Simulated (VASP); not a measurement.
Set up this calculation in VASP 6.6.1, as the native input.

* Task: single point
* Functional: PBE
* Potentials or basis: VASP PAW PBE potentials, release 64 (Co, O)
* Cutoff: 520 eV
* k mesh: 12 × 12 × 8
* Occupations: gaussian, width 0.01 eV
* Spin: collinear spin, antiferromagnetic start
* Starting moments: [-2.32, 2.32, 0.17, -0.17] μB
* Dipole correction: no
* Further INCAR settings: ALGO = Normal; EDIFF = 1e-06; NBANDS = 27

The structure of CoO lies in POSCAR:

```
CoO
1.0
    3.1673863641      0.0000000000      0.0000000000
   -1.5836931820      2.7430370549      0.0000000000
    0.0000000000      0.0000000000      5.2885020588
Co O
2 2
Direct
    0.0000000000      0.0000000000      0.0071360793
    0.3333333333      0.6666666667      0.5071361011
    0.0000000000      0.0000000000      0.3678642994
    0.3333333333      0.6666666667      0.8678645202
```

These files were run (other wordings do the same):

INCAR

```
PREC     = Accurate       # precision mode
ENCUT    = 520            # plane-wave cutoff, eV
EDIFF    = 1E-6           # SCF threshold, eV
ISMEAR   = 0              # smearing method
SIGMA    = 0.01           # smearing width, eV
LREAL    = F              # projectors in reciprocal space
LASPH    = T              # aspherical terms in the spheres
NELM     = 150            # most SCF steps
ALGO     = Normal         # electronic algorithm
ISIF     = 2              # what is computed and relaxed
LWAVE    = F              # write WAVECAR
LCHARG   = T              # write CHGCAR
ISPIN    = 2              # spin polarisation
MAGMOM   = -2.32 2.32 0.17 -0.17 # initial moments
LORBIT   = 11             # projections on sites
LMAXMIX  = 4              # l up to which the mixer works
GGA      = PE             # functional
LELF     = T              # ELF
LVHAR    = T            
NBANDS   = 27             # bands
```

KPOINTS

```
Automatic mesh
0
Gamma
  12 12 8
```

Potentials or basis: VASP PAW PBE potentials, release 64 (Co, O).

The run is started by

```bash
$ cat potpaw_PBE.64/Co/POTCAR potpaw_PBE.64/O/POTCAR > POTCAR
$ mpirun -np 1 vasp_std > vasp.out
```

Results of the run:

| Property | Result |
| --- | --- |
| Pressure | -0.1 GPa |
| Largest force | 0.005 eV/Å |
| Band gap on the k mesh | 0.14 eV (least direct gap 0.23 eV) |
| Net moment | 0.00 μB per cell |
| Site moments | Co -2.28, +2.28; O +0.15, -0.15 μB |
| Valence electrons inside the program's atomic spheres | Co 8.00; O 4.99 |

Caveat: semilocal functionals underestimate gaps, and a narrow one can read as zero.

It took 2.4 min on 1 thread of Intel(R) Xeon(R) Platinum 8488C (Sapphire Rapids) (shared host), peak memory 0.29 GiB.
